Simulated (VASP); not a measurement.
Input of a VASP 6.6.1 run:

File INCAR:

```
SYSTEM = BeSn
PREC = Accurate
ENCUT = 520
EDIFF = 1E-6
ISMEAR = 0
SIGMA = 0.1
LREAL = .FALSE.
LASPH = .TRUE.
NELM = 100
ALGO = Normal
ISIF = 2
LWAVE = .FALSE.
LCHARG = .FALSE.
GGA = PE
NBANDS = 15
```

Contents of KPOINTS:

```
Automatic mesh
0
G
  18 18 18
  0 0 0
```

File POSCAR:

```
BeSn
1.0
    0.0000000000      2.6334151946      2.6334151946
    2.6334151946      0.0000000000      2.6334151946
    2.6334151946      2.6334151946      0.0000000000
Be Sn
1 1
Direct
    0.0000000000      0.0000000000      0.0000000000
    0.5000000000      0.5000000000      0.5000000000
```

Potentials or basis: VASP PAW PBE potentials, release 64 (Be, Sn_d).

Run with:

```bash
$ cat potpaw_PBE.64/Be/POTCAR potpaw_PBE.64/Sn_d/POTCAR > POTCAR
$ mpirun -np 1 vasp_std > vasp.out
```

Problem. Estimate the band gap on the k mesh.

Solution. Zero (band 8 reaches 10.47 eV, above the bottom of band 9 at 4.48 eV).

Problem. Estimate the pressure.

Solution. 0.0 GPa.

Caveat: spin-orbit coupling is left out, which moves the levels of the heavy elements.
